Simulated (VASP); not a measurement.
Set up this calculation in VASP 6.6.1, as the native input.

| Item | Value |
| --- | --- |
| Task | single point |
| Functional | PBE |
| Potentials or basis | VASP PAW PBE potentials, release 64 (Sc_sv, Te) |
| Cutoff | 520 eV |
| k mesh | 8 × 8 × 8 |
| Occupations | gaussian, width 0.05 eV |
| Spin | no spin polarisation |
| Dipole correction | no |
| Further INCAR settings | ALGO = Normal; EDIFF = 1e-07; NBANDS = 18 |

The structure of ScTe2 lies in POSCAR:

```
ScTe2
1.0
    0.0000000000      3.6096559367      3.6096559367
    3.6096559367      0.0000000000      3.6096559367
    3.6096559367      3.6096559367      0.0000000000
Sc Te
1 2
Direct
    0.0000000000      0.0000000000      0.0000000000
    0.2500000000      0.2500000000      0.2500000000
    0.7500000000      0.7500000000      0.7500000000
```

The input as run:

INCAR

```
ALGO = Normal
EDIFF = 1E-7
ENCUT = 520
GGA = PE
ISIF = 2
ISMEAR = 0
LASPH = True
LCHARG = False
LREAL = False
LWAVE = False
NBANDS = 18
NELM = 60
PREC = Accurate
SIGMA = 0.05
```

KPOINTS

```
k-points
0
Gamma
  8 8 8
```

Potentials or basis: VASP PAW PBE potentials, release 64 (Sc_sv, Te).

The run is started by

```console
$ cat potpaw_PBE.64/Sc_sv/POTCAR potpaw_PBE.64/Te/POTCAR > POTCAR
$ mpirun -np 1 vasp_std > vasp.out
```

Results of the run:

- Pressure: -1.9 GPa
- Band gap on the k mesh: zero (an odd number of electrons rules out a gap without spin polarisation)

Caveat: spin-orbit coupling is left out, which moves the levels of the heavy elements.

Wall time 2.4 min on 1 thread of Intel Xeon 8259CL, on a shared host, peak memory 0.26 GiB.
